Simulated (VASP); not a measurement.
Wanted: the native input for a VASP 6.6.1 run.

```
Task                   : single point
Functional             : RPBE
Dispersion             : D3(BJ)
Potentials or basis    : VASP PAW PBE potentials, release 64 (Hf_pv, C)
Cutoff                 : 520 eV
k mesh                 : 10 × 10 × 10
Occupations            : fermi-dirac, width 0.1 eV
Spin                   : collinear spin, ferromagnetic start
Starting moments       : [1.0, 0.0] μB
Fixed moment           : 1 μB
Dipole correction      : no
Further INCAR settings : ALGO = Normal; EDIFF = 1e-07; NBANDS = 18
```

The structure of HfC lies in POSCAR:

```
HfC
1.0
    0.0000000000      2.3403977997      2.3403977997
    2.3403977997      0.0000000000      2.3403977997
    2.3403977997      2.3403977997      0.0000000000
Hf C
1 1
Direct
    0.5000000000      0.5000000000      0.5000000000
    0.0000000000      0.0000000000      0.0000000000
```

This cell differs from its parent crystal: volume scaled by 1.02.

These files were run (other wordings do the same):

INCAR

```
  PREC = Accurate
  ENCUT = 520
  EDIFF = 1E-7
  ISMEAR = -1
  SIGMA = 0.1
  LREAL = False
  LASPH = True
  NELM = 150
  ALGO = Normal
  ISIF = 2
  LWAVE = False
  LCHARG = True
  ISPIN = 2
  MAGMOM = 1 0
  LORBIT = 11
  NUPDOWN = 1.0
  LMAXMIX = 4
  GGA = RP
  IVDW = 12
  LELF = True
  LVHAR = True
  NBANDS = 18
```

KPOINTS

```
Automatic mesh
0
Gamma
  10 10 10
```

Potentials or basis: VASP PAW PBE potentials, release 64 (Hf_pv, C).

Launch:

```bash
$ cat potpaw_PBE.64/Hf_pv/POTCAR potpaw_PBE.64/C/POTCAR > POTCAR
$ mpirun -np 1 vasp_std > vasp.out
```

Results of the run:

```yaml
Pressure: -27.3 GPa
Net_moment: 1.00 μB per cell
Site_moments: Hf +0.37; C +0.27 μB
Valence_electrons_inside_the_program's_atomic_spheres: Hf 8.53; C 2.37
Dispersion_energy_per_atom: -2.248 eV
```

Caveat: three body term missing; the PAW data sets were made with another functional, which shifts forces and pressure a little; the total moment is fixed, so each spin has its own Fermi level.

Run time: 33 s on 1 thread of AMD EPYC 9R45 96-Core Processor (Zen 5) (shared host), peak memory 0.17 GiB.
